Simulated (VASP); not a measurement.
# MgO (Fm-3m) in VASP: notebook, part 3 of 4

VASP 6.6.1.

**4. G0W0 quasiparticle levels, PBE**

File POSCAR:

```
MgO
1.0
    0.0000000000      2.1055000000      2.1055000000
    2.1055000000      0.0000000000      2.1055000000
    2.1055000000      2.1055000000      0.0000000000
Mg O
1 1
Direct
    0.0000000000      0.0000000000      0.0000000000
    0.5000000000      0.5000000000      0.5000000000
```

File INCAR.step1:

```
ALGO     = Normal         # electronic algorithm
EDIFF    = 1E-8           # SCF threshold, eV
ENCUT    = 500            # plane-wave cutoff, eV
GGA      = PE             # functional
ISMEAR   = 0              # smearing method
LASPH    = True           # aspherical terms in the spheres
LCHARG   = False          # write CHGCAR
LREAL    = False          # projectors in reciprocal space
LWAVE    = True           # write WAVECAR
NELM     = 80             # most SCF steps
PREC     = Accurate       # precision mode
SIGMA    = 0.01           # smearing width, eV
```

File INCAR.step2:

```
ALGO     = Exact          # electronic algorithm
EDIFF    = 1E-8           # SCF threshold, eV
ENCUT    = 500            # plane-wave cutoff, eV
GGA      = PE             # functional
ISMEAR   = 0              # smearing method
ISTART   = 1            
LASPH    = True           # aspherical terms in the spheres
LCHARG   = False          # write CHGCAR
LOPTICS  = True           # frequency-dependent dielectric function
LREAL    = False          # projectors in reciprocal space
LWAVE    = True           # write WAVECAR
NBANDS   = 130            # bands
NELM     = 1              # most SCF steps
PREC     = Accurate       # precision mode
SIGMA    = 0.01           # smearing width, eV
```

File INCAR.step3:

```
ALGO     = EVGW0          # electronic algorithm
EDIFF    = 1E-8           # SCF threshold, eV
ENCUT    = 500            # plane-wave cutoff, eV
ENCUTGW  = 143.3          # cutoff of the response function
GGA      = PE             # functional
ISMEAR   = 0              # smearing method
ISTART   = 1            
LASPH    = True           # aspherical terms in the spheres
LCHARG   = False          # write CHGCAR
LREAL    = False          # projectors in reciprocal space
LWAVE    = False          # write WAVECAR
NBANDS   = 130            # bands
NBANDSGW = 12           
NELMGW   = 1            
NOMEGA   = 48             # frequency points
PREC     = Accurate       # precision mode
PRECFOCK = Fast         
SIGMA    = 0.01           # smearing width, eV
```

File KPOINTS:

```
k-points
0
Gamma
  2 2 2
```

Potentials or basis: VASP PAW PBE potentials, release 64 (Mg_GW, O_GW).

On the command line:

```sh
$ cat potpaw_PBE.64/Mg_GW/POTCAR potpaw_PBE.64/O_GW/POTCAR > POTCAR
$ cp INCAR.step1 INCAR
$ mpirun -np 1 vasp_std > vasp.out
$ cp INCAR.step2 INCAR
$ mpirun -np 1 vasp_std > vasp.out
$ cp INCAR.step3 INCAR
$ mpirun -np 1 vasp_std > vasp.out
```

OUTCAR:

```text
EDIFF = 1E-8
   ENCUT = 500
   ENCUTGW = 143.3
   GGA = PE
   ISMEAR = 0
   ISTART = 1
   LASPH = True
   LREAL = False
   NELMGW = 1
   PREC = Accurate
   PRECFOCK = Fast

 ion  position               nearest neighbor table
   1  0.000  0.000  0.000-   2 2.11   2 2.11   2 2.11   2 2.11   2 2.11   2 2.11
   2  0.500  0.500  0.500-   1 2.11   1 2.11   1 2.11   1 2.11   1 2.11   1 2.11

  LATTYP: Found a face centered cubic cell.
 ALAT       =     4.2110000000

  Lattice vectors:

 A1 = (   0.0000000000,   2.1055000000,   2.1055000000)
 A2 = (   2.1055000000,   0.0000000000,   2.1055000000)
 A3 = (   2.1055000000,   2.1055000000,   0.0000000000)

Analysis of symmetry for initial positions (statically):
=====================================================================
 Subroutine PRICEL returns:
 Original cell was already a primitive cell.

 Routine SETGRP: Setting up the symmetry group for a
 face centered cubic supercell.

 Subroutine GETGRP returns: Found 48 space group operations
 (whereof 48 operations were pure point group operations)
 out of a pool of 48 trial point group operations.

The static configuration has the point symmetry O_h .

Analysis of symmetry for dynamics (positions and initial velocities):
=====================================================================
 Subroutine PRICEL returns:
 Original cell was already a primitive cell.

 Routine SETGRP: Setting up the symmetry group for a
 face centered cubic supercell.

 Subroutine GETGRP returns: Found 48 space group operations
 (whereof 48 operations were pure point group operations)
 out of a pool of 48 trial point group operations.

The dynamic configuration has the point symmetry O_h .

 Subroutine INISYM returns: Found 48 space group operations
 (whereof 48 operations are pure point group operations),
 and found     1 'primitive' translations

----------------------------------------------------------------------------------------

                                     Primitive cell

  volume of cell :      18.6679

  direct lattice vectors                    reciprocal lattice vectors
     0.000000000  2.105500000  2.105500000    -0.237473284  0.237473284  0.237473284
     2.105500000  0.000000000  2.105500000     0.237473284 -0.237473284  0.237473284
     2.105500000  2.105500000  0.000000000     0.237473284  0.237473284 -0.237473284

  length of vectors
     2.977626656  2.977626656  2.977626656     0.411315794  0.411315794  0.411315794

  position of ions in fractional coordinates (direct lattice)
     0.000000000  0.000000000  0.000000000
     0.500000000  0.500000000  0.500000000

  ion indices of the primitive-cell ions
   primitive index   ion index
                 1           1
                 2           2

----------------------------------------------------------------------------------------

 KPOINTS: k-points

Automatic generation of k-mesh.
 Grid dimensions read from file:
 generate k-points for:    2    2    2

 Generating k-lattice:

  Cartesian coordinates                     Fractional coordinates (reciprocal lattice)
    -0.118736642  0.118736642  0.118736642     0.500000000  0.000000000  0.000000000
     0.118736642 -0.118736642  0.118736642     0.000000000  0.500000000  0.000000000
     0.118736642  0.118736642 -0.118736642     0.000000000  0.000000000  0.500000000

  Length of vectors
     0.205657897  0.205657897  0.205657897

  Shift w.r.t. Gamma in fractional coordinates (k-lattice)
     0.000000000  0.000000000  0.000000000

 Subroutine IBZKPT returns following result:
 ===========================================

 Found      3 irreducible k-points:

 Following reciprocal coordinates:
            Coordinates               Weight
  0.000000  0.000000  0.000000      1.000000
  0.500000  0.000000  0.000000      4.000000
  0.500000  0.500000  0.000000      3.000000
   k-points           NKPTS =      3   k-points in BZ     NKDIM =      8   number of bands    NBANDS=    130
   number of dos      NEDOS =    301   number of ions     NIONS =      2
   total plane-waves  NPLWV =  13824
   dimension x,y,z NGX =    24 NGY =   24 NGZ =   24
   dimension x,y,z NGXF=    48 NGYF=   48 NGZF=   48
   ions per type =               1   1
   NGX,Y,Z   is equivalent  to a cutoff of  13.40, 13.40, 13.40 a.u.
   NGXF,Y,Z  is equivalent  to a cutoff of  26.80, 26.80, 26.80 a.u.
 SYSTEM =  unknown system
   PREC   = accura    normal or accurate (medium, high low for compatibility)
   ISTART =      1    job   : 0-new  1-cont  2-samecut
   ICHARG =      0    charge: 1-file 2-atom 10-const
   ISPIN  =      1    spin polarized calculation?
   LNONCOLLINEAR =      F non collinear calculations
   LSORBIT =      F    spin-orbit coupling
   LASPH  =      T    aspherical Exc in radial PAW
   ENCUT  =  500.0 eV  36.75 Ry    6.06 a.u.   5.43  5.43  5.43*2*pi/ulx,y,z
   NELM   =     60;   NELMIN=  2; NELMDL=  0     # of ELM steps
   EDIFF  = 0.1E-07   stopping-criterion for ELM
   LREAL  =      F    real-space projection
   EDIFFG = 0.1E-06   stopping-criterion for IOM
   NSW    =      0    number of steps for IOM
   IBRION =     -1    ionic relax: 0-MD 1-quasi-New 2-CG
   NFREE  =      0    steps in history (QN), initial steepest desc. (CG)
   ISIF   =      0    stress and relaxation
   ISYM   =      3    0-nonsym 1-usesym 2-fastsym
   POTIM  = 0.5000    time-step for ionic-motion
   TEBEG  =    0.0;   TEEND  =   0.0 temperature during run
   PSTRESS=    0.0 pullay stress
   NELECT =       8.0000    total number of electrons
   NUPDOWN=      -1.0000    fix difference up-down
   EMIN   =  10.00;   EMAX   =-10.00  energy-range for DOS
   EFERMI =   0.00;   METHOD = LEGACY
   ISMEAR =     0;   SIGMA  =   0.01  broadening in eV -4-tet -1-fermi 0-gaus
   EFERMI_NEDOS =   21; number of points for ismear=-14 and -15
   IALGO  =     38    algorithm
   IMIX   =      4    mixing-type and parameters
     AMIX     =   0.40;   BMIX     =  1.00
     AMIX_MAG =   1.60;   BMIX_MAG =  1.00
  volume/ion in A,a.u.               =       9.33        62.99
  Fermi-wavevector in a.u.,A,eV,Ry     =   1.234259  2.332411 20.727046  1.523395
  Thomas-Fermi vector in A             =   2.368956
   LORBIT       =      0    0 simple, 1 ext, 2 COOP (PROOUT), +10 PAW based schemes
   GGA     = PE    functional components
   LHFCALC =     T    Hartree Fock is set to
   PRECFOCK=fast      Normal, Fast or Accurate (Low or Medium for compatibility)
   ENCUT4O =  -1.0   cutoff for four orbital integrals eV
   NKREDX  =     1    reduce k-point grid by
   NKREDY  =     1    reduce k-point grid by
   NKREDZ  =     1    reduce k-point grid by
   AEXX    =    1.0000 exact exchange contribution
   HFSCREEN=    0.0000 screening length (either q_TF or 0.3 A-1)
   HFSCREENC=   0.0000 screening length for correlation (either q_TF or 0.3 A-1)
   ENCUTFOCK=  -1.0 apply spherical cutoff to Coloumb kernel
   IVDW    =     0    specifies the selected vdW correction
   LEPSILON=     F    determine dielectric tensor
   LRPA    =     F    only Hartree local field effects (RPA)
   LRPAFORCE           =     F    calculate RPA forces
   ENCUTGW             = 143.3    cutoff for response function in eV
   ENCUTGWSOFT         = 114.6    soft cutoff for Coulomb kernel in GW response function in eV
   ENCUTLF             =  -1.0    cutoff for local field effects
   NELMGW              =     1    number of iterations in solving QP/BSE equation
   NELMHF              =     1    number of iterations in the inner HF iteration
   NKREDLFX            =     1    NKREDLFY  =   1   NKREDLFZ  =   1
 non-spin polarized calculation
 Gauss-broadening in eV      SIGMA  =   0.01
  energy-cutoff  :      500.00
  volume of cell :       18.67
 maximum number of plane-waves:       476
 NGX is ok and might be reduce to    24
  NGX = 12; NGY = 12; NGZ = 12
   NGX = 11   NGY = 11   NGZ = 11
 maximum number of plane-waves:        76
 NGX is ok and might be reduce to    12

 QP shifts <psi_nk| G(iteration)W_0 |psi_nk>: iteration 1
 for sc-GW calculations column KS-energies equals QP-energies in previous step
 and V_xc(KS)=  KS-energies - (<T + V_ion + V_H > + <T+V_H+V_ion>^1  + <V_x>^1)

 k-point   1 :       0.0000    0.0000    0.0000
  band No.  KS-energies  QP-energies   sigma(KS)   V_xc(KS)     V^pw_x(r,r')   Z            occupation Imag(sigma)

      1     -13.6537     -16.1370     -21.2125     -18.0055     -29.7069       0.7744       2.0000       1.2397
      2       3.6850       2.5094     -21.2103     -19.6833     -25.9711       0.7698       2.0000       0.1994
      3       3.6850       2.5094     -21.2103     -19.6833     -25.9711       0.7698       2.0000       0.1994
      4       3.6850       2.5094     -21.2103     -19.6833     -25.9711       0.7698       2.0000       0.1994
      5       8.1678       9.0084     -11.0766     -12.1429      -6.4959       0.7883       0.0000      -0.1820
      6      19.0813      19.7082      -8.1034      -8.8994      -2.8153       0.7876       0.0000      -0.1819
      7      19.0813      19.7082      -8.1034      -8.8994      -2.8153       0.7876       0.0000      -0.1819
      8      19.0813      19.7082      -8.1034      -8.8994      -2.8153       0.7876       0.0000      -0.1819
      9      23.0907      22.9608      -7.7412      -7.5740      -1.4619       0.7770       0.0000      -0.7445
     10      24.7501      25.6810      -8.6146      -9.8061      -3.1631       0.7813       0.0000      -0.2159
     11      24.7501      25.6810      -8.6146      -9.8061      -3.1631       0.7813       0.0000      -0.2159
     12      27.2693      28.3526      -8.0794      -9.3913      -1.8157       0.8258       0.0000      -0.7421

 k-point   2 :       0.5000    0.0000    0.0000
  band No.  KS-energies  QP-energies   sigma(KS)   V_xc(KS)     V^pw_x(r,r')   Z            occupation Imag(sigma)
[... 17 lines left out ...]
      1     -12.0409     -14.3252     -22.9102     -19.7807     -31.2760       0.7299       2.0000       1.0848
      2      -0.5795      -2.2435     -17.1871     -14.9960     -21.6574       0.7595       2.0000       0.2091
      3       2.2681       0.9071     -19.8314     -18.0417     -24.5446       0.7605       2.0000       0.2137
      4       2.2681       0.9071     -19.8314     -18.0417     -24.5446       0.7605       2.0000       0.2137
      5      12.4359      12.8176      -7.8687      -8.3484      -2.9064       0.7957       0.0000      -0.1510
      6      13.2245      14.0449      -8.4889      -9.5313      -3.5282       0.7870       0.0000      -0.1610
      7      16.6850      17.9510     -13.5303     -15.2067      -8.3598       0.7552       0.0000      -0.2305
      8      22.3234      23.5888     -10.7363     -12.3784      -4.7725       0.7706       0.0000      -0.4200
      9      22.3234      23.5888     -10.7363     -12.3784      -4.7725       0.7706       0.0000      -0.4200
     10      28.6235      29.9598      -9.8771     -11.5628      -3.8605       0.7927       0.0000      -0.5986
     11      30.0854      31.2748      -8.8176     -10.3349      -3.2041       0.7839       0.0000      -0.2963
     12      34.0310      34.5871      -7.6684      -8.3863      -1.4597       0.7747       0.0000      -0.7287
```

It took 6.8 s on 1 thread of Intel Xeon 6975P-C (Granite Rapids), shared host; peak memory 0.14 GiB.

Results:

| Item | Value |
| --- | --- |
| Band gap on the k mesh, mean-field level | 4.48 eV, direct |
| Quasiparticle gap | 6.50 eV |
| Least direct quasiparticle gap | 6.50 eV |

Caveat: the k points lie up to 1.29 Å⁻¹ apart; bands, screening cutoff and mesh are small and nothing is extrapolated, so the quasiparticle values aren't converged.

[end of part 3 of 4]
